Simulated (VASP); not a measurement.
A run of VASP 6.6.1:

File INCAR:

```
PREC     = Accurate       # precision mode
ENCUT    = 520            # plane-wave cutoff, eV
EDIFF    = 1E-6           # SCF threshold, eV
ISMEAR   = 0              # smearing method
SIGMA    = 0.1            # smearing width, eV
LREAL    = False          # projectors in reciprocal space
LASPH    = True           # aspherical terms in the spheres
NELM     = 100            # most SCF steps
ALGO     = Normal         # electronic algorithm
ISIF     = 2              # what is computed and relaxed
LWAVE    = False          # write WAVECAR
LCHARG   = False          # write CHGCAR
GGA      = PE             # functional
NBANDS   = 18             # bands
```

KPOINTS

```
Automatic mesh
0
Gamma
  6 6 2
```

POSCAR

```
SnH5
1.0
    3.0812253700      0.0000000000      0.0000000000
   -1.5406126800      2.6684194400      0.0000000000
    0.0000000000      0.0000000000      8.0075615100
Sn H
1 5
Direct
    0.0000000000      0.0000000000      0.5000000000
    0.5000000000      0.0000000000      0.0000000000
    0.0000000000      0.5000000000      0.0000000000
    0.5000000000      0.5000000000      0.0000000000
    0.0000000000      0.0000000000      0.0906683200
    0.0000000000      0.0000000000      0.9093316800
```

Potentials or basis: VASP PAW PBE potentials, release 64 (Sn_d, H).

The run is started by

```console
$ cat potpaw_PBE.64/Sn_d/POTCAR potpaw_PBE.64/H/POTCAR > POTCAR
$ mpirun -np 1 vasp_std > vasp.out
```

Hardware: 1 thread of Intel(R) Xeon(R) Platinum 8259CL CPU @ 2.50GHz (Skylake/Cascade Lake), with other jobs on the host.

Task: How long does it take, and how much memory?

Result: Run time: 13 s on 1 thread of Intel(R) Xeon(R) Platinum 8259CL CPU @ 2.50GHz (Skylake/Cascade Lake) (shared host), peak memory 0.18 GiB. Counts: scf iterations 14, k points 14.
